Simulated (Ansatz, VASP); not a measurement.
# Two plane-wave programs on CdTe

POSCAR

```
CdTe
1.0
    0.0000000000      3.3455542169      3.3455542169
    3.3455542169      0.0000000000      3.3455542169
    3.3455542169      3.3455542169      0.0000000000
Cd Te
1 1
Direct
    0.0000000000      0.0000000000      0.0000000000
    0.2500000000      0.2500000000      0.2500000000
```

File INCAR.step1:

```
SYSTEM = CdTe
  ALGO = Normal
  EDIFF = 1E-4
  ENCUT = 520
  GGA = PE
  ISMEAR = 0
  LASPH = .True.
  LCHARG = .False.
  LREAL = .False.
  LWAVE = .True.
  NBANDS = 16
  NELM = 60
  PREC = Accurate
  SIGMA = 0.01
```

Contents of INCAR.step2:

```
SYSTEM = CdTe
  ALGO = Normal
  EDIFF = 1E-6
  ENCUT = 520
  ISIF = 2
  ISMEAR = 0
  ISTART = 1
  LASPH = .True.
  LCHARG = .False.
  LMIXTAU = .True.
  LREAL = .False.
  LWAVE = .False.
  METAGGA = R2SCAN
  NBANDS = 16
  NELM = 60
  PREC = Accurate
  SIGMA = 0.01
```

Contents of KPOINTS:

```
k-points
0
Gamma
  6 6 6
  0 0 0
```

Input for Ansatz:

```yaml
crystal:
  lattice:
    - [0.0, 3.3455542169, 3.3455542169]
    - [3.3455542169, 0.0, 3.3455542169]
    - [3.3455542169, 3.3455542169, 0.0]
  atoms:
    - { symbol: Cd, position: [0.0, 0.0, 0.0] }
    - { symbol: Te, position: [0.25, 0.25, 0.25] }
kpoints:
  mp_grid: { grid: [6, 6, 6] }
  band_path:
    path:
      - [0.0, 0.0, 0.0]
      - [-0.5, -0.5, 0.0]
      - [-0.375, -0.375, 0.25]
      - [-0.375, 0.0, 0.375]
      - [0.0, 0.0, 0.5]
      - [-0.5, -0.25, 0.25]
    npoints: 1
hamiltonian:
  xc: r2scan
scf:
  occupations: { method: fixed }
  n_extra_bands: 4
output:
  forces: true
  stress: true
  eigenvalues: true
  write_density: true
  write_potential: true
  elf: true
  volumetric_format: npy
```

Change from the starting cell: hydrostatic strain +2.0%.

Alike in both runs: task single point; functional r2SCAN; k mesh 6 × 6 × 6; no spin polarisation.

```csv
,VASP,Ansatz
version,VASP 6.6.1,Ansatz 0.2.0
potentials or method,"VASP PAW PBE potentials, release 64 (Cd, Te)","plane waves, PAW"
plane-wave cutoff (eV),520,500
occupations,"gaussian, width 0.01 eV",fixed
valence electrons in the cell,18,36
```

Ansatz gave:

```
gap on the k mesh at the Fermi level (eV) : 0.97
pressure (GPa)                            : -2.1
```

Problem. Estimate VASP's values.

Solution. gap on the k mesh at the Fermi level (eV): 0.96; pressure (GPa): -2.0.

VASP's potentials were made for PBE, not for r2SCAN. VASP's potentials hold 18 valence electrons a cell and Ansatz's 36, so a difference there can come from the potentials and not from the codes.

Spin-orbit coupling is off throughout.
